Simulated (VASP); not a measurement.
A run of VASP 6.6.1 is set up as follows.

File INCAR:

```
SYSTEM = MgS
PREC = Accurate
ENCUT = 520
EDIFF = 1E-6
ISMEAR = 0
SIGMA = 0.1
LREAL = .False.
LASPH = .True.
NELM = 120
ALGO = Normal
ISIF = 2
LWAVE = .False.
LCHARG = .False.
GGA = PE
NBANDS = 11
GGA_COMPAT = .False.
```

KPOINTS

```
regular mesh
0
Gamma
  2 2 2
  0 0 0
```

File POSCAR:

```
MgS
1.0
    0.0000000000      2.6043975556      2.6043975556
    2.6043975556      0.0000000000      2.6043975556
    2.6043975556      2.6043975556      0.0000000000
Mg S
1 1
Direct
   -0.0005627021      0.0012089168     -0.0023635024
    0.5004264795      0.4990833666      0.5017918625
```

Potentials or basis: VASP PAW PBE potentials, release 64 (Mg, S).

Run with:

```bash
$ cat potpaw_PBE.64/Mg/POTCAR potpaw_PBE.64/S/POTCAR > POTCAR
$ mpirun -np 1 vasp_std > vasp.out
```

Question: What does it give for the pressure?

Answer: 7.5 GPa.

Question: Predict the largest force.

Answer: 0.029 eV/Å.

Forces in eV/Å, atoms in the order of the input:
```
Mg   0.010  0.026 -0.006
S   -0.010 -0.026  0.006
```

Caveat: the k points lie up to 1.04 Å⁻¹ apart.
